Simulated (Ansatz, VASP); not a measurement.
# One calculation of PbS, two programs

```
CELL_PARAMETERS angstrom
4.17438 0.00000 0.00000
0.00000 5.90347 0.00000
0.00000 0.00000 25.43595
ATOMIC_POSITIONS crystal
Pb 0.50000 0.50000 0.29464
Pb 0.00000 0.00000 0.36962
Pb 0.50000 0.50000 0.46125
Pb 0.00000 0.00000 0.53875
Pb 0.50000 0.50000 0.63038
Pb 0.00000 0.00000 0.70536
S 0.50000 0.00000 0.29921
S 0.00000 0.50000 0.36431
S 0.50000 0.00000 0.46653
S 0.00000 0.50000 0.53347
S 0.50000 0.00000 0.63569
S 0.00000 0.50000 0.70079
```

Alike in both runs: functional PBEsol; k mesh 8 × 6 × 1; occupations gaussian, width 0.05 eV; no spin polarisation.

Ansatz relaxed the structure, and its values are those at the end. VASP's run is a single point on that final structure, the one shown.

|  | VASP | Ansatz |
| --- | --- | --- |
| version | VASP 6.6.1 | Ansatz 0.2.0 |
| potentials or method | VASP PAW PBE potentials, release 64 (Pb_d, S), cutoff 520 eV | scalar-relativistic, plane waves, PAW |
| valence electrons in the cell | 120 | 120 |

|  | VASP | Ansatz | Ansatz less VASP |
| --- | --- | --- | --- |
| gap on the k mesh at the Fermi level (eV) | 1.04 | 1.04 | 0.000 |
| least direct gap on the mesh (eV) | 1.06 | 1.06 | 0.000 |

VASP's potentials were made for PBE, not for PBEsol.

Neither program's run includes spin-orbit coupling.
